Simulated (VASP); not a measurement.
# TePb (k07.b) (Fm-3m) in VASP: notebook, part 2 of 2

VASP 6.6.1. Earlier steps stand in the parts before.

### Step 3. Single point, PBE (volume scaled by 1.03)

INCAR

```
PREC = Accurate
ENCUT = 500
EDIFF = 1E-6
ISMEAR = 0
SIGMA = 0.02
LREAL = False
LASPH = True
NELM = 120
ALGO = Normal
ISIF = 2
LWAVE = False
LCHARG = False
GGA = PE
NBANDS = 17
GGA_COMPAT = False
```

KPOINTS

```
Automatic mesh
0
Gamma
  10 10 10
```

POSCAR

```
TePb
1.0
    0.0000000000      3.3171844358      3.3171844358
    3.3171844358      0.0000000000      3.3171844358
    3.3171844358      3.3171844358      0.0000000000
Te Pb
1 1
Direct
    0.5000000000      0.5000000000      0.5000000000
    0.0000000000      0.0000000000      0.0000000000
```

Potentials or basis: VASP PAW PBE potentials, release 64 (Te, Pb_d).

Launch:

```sh
cat potpaw_PBE.64/Te/POTCAR potpaw_PBE.64/Pb_d/POTCAR > POTCAR
mpirun -np 1 vasp_std > vasp.out
```

OUTCAR:

```text
PREC = Accurate
   ENCUT = 500
   EDIFF = 1E-6
   ISMEAR = 0
   LREAL = False
   LASPH = True
   NELM = 120
   ISIF = 2
   GGA = PE

 ion  position               nearest neighbor table
   1  0.500  0.500  0.500-   2 3.32   2 3.32   2 3.32   2 3.32   2 3.32   2 3.32
   2  0.000  0.000  0.000-   1 3.32   1 3.32   1 3.32   1 3.32   1 3.32   1 3.32

  LATTYP: Found a face centered cubic cell.
 ALAT       =     6.6343688716

  Lattice vectors:

 A1 = (   0.0000000000,   3.3171844358,   3.3171844358)
 A2 = (   3.3171844358,   0.0000000000,   3.3171844358)
 A3 = (   3.3171844358,   3.3171844358,   0.0000000000)

Analysis of symmetry for initial positions (statically):
=====================================================================
 Subroutine PRICEL returns:
 Original cell was already a primitive cell.

 Routine SETGRP: Setting up the symmetry group for a
 face centered cubic supercell.

 Subroutine GETGRP returns: Found 48 space group operations
 (whereof 48 operations were pure point group operations)
 out of a pool of 48 trial point group operations.

The static configuration has the point symmetry O_h .

Analysis of symmetry for dynamics (positions and initial velocities):
=====================================================================
 Subroutine PRICEL returns:
 Original cell was already a primitive cell.

 Routine SETGRP: Setting up the symmetry group for a
 face centered cubic supercell.

 Subroutine GETGRP returns: Found 48 space group operations
 (whereof 48 operations were pure point group operations)
 out of a pool of 48 trial point group operations.

The dynamic configuration has the point symmetry O_h .

 Subroutine INISYM returns: Found 48 space group operations
 (whereof 48 operations are pure point group operations),
 and found     1 'primitive' translations

----------------------------------------------------------------------------------------

                                     Primitive cell

  volume of cell :      73.0027

  direct lattice vectors                    reciprocal lattice vectors
     0.000000000  3.317184436  3.317184436    -0.150730238  0.150730238  0.150730238
     3.317184436  0.000000000  3.317184436     0.150730238 -0.150730238  0.150730238
     3.317184436  3.317184436  0.000000000     0.150730238  0.150730238 -0.150730238

  length of vectors
     4.691207218  4.691207218  4.691207218     0.261072431  0.261072431  0.261072431

  position of ions in fractional coordinates (direct lattice)
     0.500000000  0.500000000  0.500000000
     0.000000000  0.000000000  0.000000000

  ion indices of the primitive-cell ions
   primitive index   ion index
                 1           1
                 2           2

----------------------------------------------------------------------------------------

 KPOINTS: Automatic mesh

Automatic generation of k-mesh.
 Grid dimensions read from file:
 generate k-points for:   10   10   10

 Generating k-lattice:

  Cartesian coordinates                     Fractional coordinates (reciprocal lattice)
    -0.015073024  0.015073024  0.015073024     0.100000000  0.000000000  0.000000000
     0.015073024 -0.015073024  0.015073024     0.000000000  0.100000000  0.000000000
     0.015073024  0.015073024 -0.015073024     0.000000000  0.000000000  0.100000000

  Length of vectors
     0.026107243  0.026107243  0.026107243

  Shift w.r.t. Gamma in fractional coordinates (k-lattice)
     0.000000000  0.000000000  0.000000000

 Subroutine IBZKPT returns following result:
 ===========================================

 Found     47 irreducible k-points:

 Following reciprocal coordinates:
            Coordinates               Weight
  0.000000  0.000000  0.000000      1.000000
  0.100000  0.000000  0.000000      8.000000
  0.200000  0.000000  0.000000      8.000000
  0.300000  0.000000  0.000000      8.000000
  0.400000  0.000000  0.000000      8.000000
  0.500000  0.000000  0.000000      4.000000
[... 16 lines left out ...]
  0.300000  0.300000  0.000000      6.000000
  0.400000  0.300000  0.000000     24.000000
 [... further k-points ...]
   k-points           NKPTS =     47   k-points in BZ     NKDIM =     47   number of bands    NBANDS=     17
   number of dos      NEDOS =    301   number of ions     NIONS =      2
   total plane-waves  NPLWV =  46656
   dimension x,y,z NGX =    36 NGY =   36 NGZ =   36
   dimension x,y,z NGXF=    72 NGYF=   72 NGZF=   72
   ions per type =               1   1
   NGX,Y,Z   is equivalent  to a cutoff of  12.76, 12.76, 12.76 a.u.
   NGXF,Y,Z  is equivalent  to a cutoff of  25.52, 25.52, 25.52 a.u.
 SYSTEM =  unknown system
   PREC   = accura    normal or accurate (medium, high low for compatibility)
   ISTART =      0    job   : 0-new  1-cont  2-samecut
   ICHARG =      2    charge: 1-file 2-atom 10-const
   ISPIN  =      1    spin polarized calculation?
   LNONCOLLINEAR =      F non collinear calculations
   LSORBIT =      F    spin-orbit coupling
   LASPH  =      T    aspherical Exc in radial PAW
   ENCUT  =  500.0 eV  36.75 Ry    6.06 a.u.   8.55  8.55  8.55*2*pi/ulx,y,z
   NELM   =    120;   NELMIN=  2; NELMDL= -5     # of ELM steps
   EDIFF  = 0.1E-05   stopping-criterion for ELM
   LREAL  =      F    real-space projection
   EDIFFG = 0.1E-04   stopping-criterion for IOM
   NSW    =      0    number of steps for IOM
   IBRION =     -1    ionic relax: 0-MD 1-quasi-New 2-CG
   NFREE  =      0    steps in history (QN), initial steepest desc. (CG)
   ISIF   =      2    stress and relaxation
   ISYM   =      2    0-nonsym 1-usesym 2-fastsym
   POTIM  = 0.5000    time-step for ionic-motion
   TEBEG  =    0.0;   TEEND  =   0.0 temperature during run
   PSTRESS=    0.0 pullay stress
   NELECT =      20.0000    total number of electrons
   NUPDOWN=      -1.0000    fix difference up-down
   EMIN   =  10.00;   EMAX   =-10.00  energy-range for DOS
   EFERMI =   0.00;   METHOD = LEGACY
   ISMEAR =     0;   SIGMA  =   0.02  broadening in eV -4-tet -1-fermi 0-gaus
   EFERMI_NEDOS =   21; number of points for ismear=-14 and -15
   IALGO  =     38    algorithm
   IMIX   =      4    mixing-type and parameters
     AMIX     =   0.40;   BMIX     =  1.00
     AMIX_MAG =   1.60;   BMIX_MAG =  1.00
  volume/ion in A,a.u.               =      36.50       246.32
  Fermi-wavevector in a.u.,A,eV,Ry     =   1.063258  2.009266 15.381617  1.130517
  Thomas-Fermi vector in A             =   2.198736
   LORBIT       =      0    0 simple, 1 ext, 2 COOP (PROOUT), +10 PAW based schemes
   GGA     = PE    functional components
   LHFCALC =     F    Hartree Fock is set to
   AEXX    =    0.0000 exact exchange contribution
   IVDW    =     0    specifies the selected vdW correction
   LEPSILON=     F    determine dielectric tensor
   LRPA    =     F    only Hartree local field effects (RPA)
 non-spin polarized calculation
 Gauss-broadening in eV      SIGMA  =   0.02
  energy-cutoff  :      500.00
  volume of cell :       73.00
 maximum number of plane-waves:      1875
 NGX is ok and might be reduce to    36
   NGX = 17   NGY = 17   NGZ = 17

 number of electron      19.9999997 magnetization

 Free energy of the ion-electron system (eV)
  ---------------------------------------------------
  ext. energy  EPLUGINS =         0.00000000
  ---------------------------------------------------
  free energy    TOTEN  =        -7.51579019 eV

  energy without entropy =       -7.51579019  energy(sigma->0) =       -7.51579019

 E-fermi :   4.7909     XC(G=0):  -8.9492

 val. band max:        4.6366940046   @ k =   0.5000   0.0000   0.0000
 cond. band min:       5.5195511248   @ k =   0.5000   0.0000   0.0000
 fundamental gap:      0.8828571202
 Fermi energy:         4.7908862963

 k-point     1 :       0.0000    0.0000    0.0000
  band No.  band energies     occupation
      1     -11.9688      2.00000
      2     -11.9688      2.00000
      3     -11.9651      2.00000
      4     -11.9651      2.00000
      5     -11.9651      2.00000
      6      -6.7517      2.00000
[... 9 lines left out ...]
     16      10.6158      0.00000
     17      11.9306      0.00000

 k-point     2 :       0.1000    0.0000    0.0000
  band No.  band energies     occupation
      1     -11.9696      2.00000
      2     -11.9696      2.00000
      3     -11.9649      2.00000
      4     -11.9641      2.00000
      5     -11.9641      2.00000
      6      -6.6751      2.00000
[... 9 lines left out ...]
     16      10.7936      0.00000
     17      12.5583      0.00000
[... 421 lines left out ...]
 k-point    24 :       0.4000    0.3000    0.0000
  band No.  band energies     occupation
      1     -11.9969      2.00000
      2     -11.9694      2.00000
      3     -11.9640      2.00000
      4     -11.9512      2.00000
      5     -11.9504      2.00000
      6      -5.6746      2.00000
[... 9 lines left out ...]
     16      14.1995      0.00000
     17      14.7494      0.00000

 [... further k-points ...]
[... 5 lines left out ...]
  --------------------------------------------------------------------------------------
  -------------------------------------------------------------------------------------
  Total       -0.5080972     -0.5080972     -0.5080972      0.0000000      0.0000000      0.0000000
  in kB      -11.1511206    -11.1511206    -11.1511206      0.0000000      0.0000000      0.0000000
  external PRESSURE =     -11.1511206 kB  Pullay stress =       0.0000000 kB

 VOLUME and BASIS-vectors are now :
 -----------------------------------------------------------------------------
  energy-cutoff  :      500.00
  volume of cell :       73.00
      direct lattice vectors                 reciprocal lattice vectors
     0.000000000  3.317184436  3.317184436    -0.150730238  0.150730238  0.150730238
     3.317184436  0.000000000  3.317184436     0.150730238 -0.150730238  0.150730238
     3.317184436  3.317184436  0.000000000     0.150730238  0.150730238 -0.150730238

 POSITION                                       TOTAL-FORCE (eV/Angst)
 -----------------------------------------------------------------------------------
      3.31718      3.31718      3.31718         0.000000     -0.000000      0.000000
      0.00000      0.00000      0.00000        -0.000000      0.000000     -0.000000
 -----------------------------------------------------------------------------------
    total drift:                               -0.000000      0.000000      0.000000

  FREE ENERGIE OF THE ION-ELECTRON SYSTEM (eV)
  ---------------------------------------------------
  free  energy   TOTEN  =        -7.5157901909 eV

  energy  without entropy=       -7.5157901909  energy(sigma->0) =       -7.51579019
```

OSZICAR:

```text
N       E                     dE             d eps       ncg     rms          rms(c)
DAV:   1     0.150184214449E+03    0.15018E+03   -0.87908E+03  1598   0.108E+03
DAV:   2     0.281164036507E+01   -0.14737E+03   -0.14323E+03  1725   0.284E+02
DAV:   3    -0.739171270248E+01   -0.10203E+02   -0.10153E+02  2051   0.817E+01
DAV:   4    -0.766611775721E+01   -0.27441E+00   -0.27421E+00  2073   0.155E+01
DAV:   5    -0.767651621184E+01   -0.10398E-01   -0.10398E-01  2247   0.266E+00    0.283E+00
DAV:   6    -0.751721459501E+01    0.15930E+00   -0.36571E-01  2249   0.388E+00    0.169E+00
DAV:   7    -0.751340739323E+01    0.38072E-02   -0.95020E-02  1928   0.139E+00    0.885E-01
DAV:   8    -0.751612883242E+01   -0.27214E-02   -0.12178E-02  1886   0.110E+00    0.180E-01
DAV:   9    -0.751572041017E+01    0.40842E-03   -0.21965E-03  2295   0.453E-01    0.650E-02
DAV:  10    -0.751578467922E+01   -0.64269E-04   -0.18736E-04  1840   0.855E-02    0.230E-02
DAV:  11    -0.751578984157E+01   -0.51623E-05   -0.33816E-05  2272   0.452E-02    0.741E-03
DAV:  12    -0.751579019091E+01   -0.34933E-06   -0.22778E-06  1905   0.142E-02
   1 F= -.75157902E+01 E0= -.75157902E+01  d E =-.693189E-30
```

stdout:

```text
POSCAR found type information on POSCAR TePb
 POSCAR found :  2 types and       2 ions
 scaLAPACK will be used
 LDA part: xc-table for (Slater+PW92), standard interpolation
 POSCAR, INCAR and KPOINTS ok, starting setup
 FFT: planning ... GRIDC
 FFT: planning ... GRID_SOFT
 FFT: planning ... GRID
 WAVECAR not read
 entering main loop
```

Run time: 53 s. Hardware: 1 thread of AMD EPYC 7R43 (Zen 3), shared host; peak memory 0.19 GiB.

What came out:

| Quantity | Value |
| --- | --- |
| Free energy | -7.5158 eV |
| Pressure | -1.1 GPa |
| Band gap on the k mesh | 0.88 eV, direct |

Caveat: spin-orbit coupling is left out, which moves the levels of the heavy elements. A k mesh can miss the band edges.

### Step 4. Single point, PBE (volume scaled by 1.06)

INCAR

```
SYSTEM = TePb
  ALGO = Normal
  EDIFF = 1E-6
  ENCUT = 500
  GGA = PE
  GGA_COMPAT = .False.
  ISIF = 2
  ISMEAR = 0
  LASPH = .True.
  LCHARG = .False.
  LREAL = .False.
  LWAVE = .False.
  NBANDS = 17
  NELM = 120
  PREC = Accurate
  SIGMA = 0.02
```

KPOINTS

```
k-points
0
Gamma
  10 10 10
  0 0 0
```

POSCAR

```
TePb
1.0
    0.0000000000      3.3490823968      3.3490823968
    3.3490823968      0.0000000000      3.3490823968
    3.3490823968      3.3490823968      0.0000000000
Te Pb
1 1
Direct
    0.5000000000      0.5000000000      0.5000000000
    0.0000000000      0.0000000000      0.0000000000
```

Launch:

```sh
cat potpaw_PBE.64/Te/POTCAR potpaw_PBE.64/Pb_d/POTCAR > POTCAR
mpirun -np 1 vasp_std > vasp.out
```

Run time: 56 s. Hardware: 1 thread of AMD EPYC 7R43 (Zen 3), shared host; peak memory 0.2 GiB.

Results (log left out):

```
Free energy            : -7.4955 eV
Pressure               : -2.0 GPa
Band gap on the k mesh : 0.93 eV, direct
```

Levels at points of the mesh, in eV from the valence-band top:
```
           k point  band 7  band 8  band 9  band 10  band 11  band 12  band 13  band 14
(0.00, 0.00, 0.00)   -5.85   -0.95   -0.95    -0.95     3.95     3.95     3.95     6.04
(0.50, 0.00, 0.00)   -8.08   -0.56   -0.56     0.00     0.93     1.51     1.51     8.27
(0.50, 0.50, 0.00)   -7.15   -3.69   -2.21    -2.21     3.74     5.09     5.09     6.11
```

Caveat: spin-orbit coupling is left out, which moves the levels of the heavy elements.

### Step 5. Single point, PBE (volume scaled by 1.09)

INCAR

```
PREC = Accurate
ENCUT = 500
EDIFF = 1E-6
ISMEAR = 0
SIGMA = 0.02
LREAL = F
LASPH = T
NELM = 120
ALGO = Normal
ISIF = 2
LWAVE = F
LCHARG = T
GGA = PE
LELF = T
LVHAR = T
NBANDS = 17
GGA_COMPAT = F
```

KPOINTS

```
regular mesh
0
Gamma
  10 10 10
```

POSCAR

```
TePb
1.0
    0.0000000000      3.3803840466      3.3803840466
    3.3803840466      0.0000000000      3.3803840466
    3.3803840466      3.3803840466      0.0000000000
Te Pb
1 1
Direct
    0.5000000000      0.5000000000      0.5000000000
    0.0000000000      0.0000000000      0.0000000000
```

Launch:

```sh
cat potpaw_PBE.64/Te/POTCAR potpaw_PBE.64/Pb_d/POTCAR > POTCAR
mpirun -np 1 vasp_std > vasp.out
```

Run time: 55 s. Hardware: 1 thread of AMD EPYC 7R43 (Zen 3), shared host; peak memory 0.19 GiB.

The run converged. Its results:

| Property | Result |
| --- | --- |
| Free energy | -7.4641 eV |
| Pressure | -2.8 GPa |
| Band gap on the k mesh | 0.96 eV, direct |

Levels at points of the mesh, in eV from the valence-band top:
| k point | band 8 | band 9 | band 10 | band 11 | band 12 | band 13 |
| --- | --- | --- | --- | --- | --- | --- |
| (0.00, 0.00, 0.00) | -0.86 | -0.86 | -0.86 | 3.90 | 3.90 | 3.90 |
| (0.50, 0.00, 0.00) | -0.48 | -0.48 | 0.00 | 0.96 | 1.56 | 1.56 |
| (0.50, 0.50, 0.00) | -3.50 | -2.07 | -2.07 | 3.84 | 4.99 | 4.99 |

Caveat: spin-orbit coupling is left out, which moves the levels of the heavy elements. A k mesh can miss the band edges.

### Step 6. Overview

| cell | gap on the mesh (eV) | pressure (GPa) |
| --- | --- | --- |
| a = 4.598 Å, angles 60.0°, 2 atoms | 0.77 | 1.2 |
| a = 4.691 Å, angles 60.0°, 2 atoms | 0.88 | -1.1 |
| a = 4.736 Å, angles 60.0°, 2 atoms | 0.93 | -2.0 |
| a = 4.781 Å, angles 60.0°, 2 atoms | 0.96 | -2.8 |

Alike in all rows: task single point; level PBE; potentials or basis VASP PAW PBE potentials, release 64 (Te, Pb_d); no spin polarisation; k mesh 10 × 10 × 10; cutoff (eV) 500; smearing gaussian 0.02 eV.

Caveats: spin-orbit coupling is left out, which moves the levels of the heavy elements.

Total energies depend on the potentials used, so only differences within one code and one set of settings carry meaning.
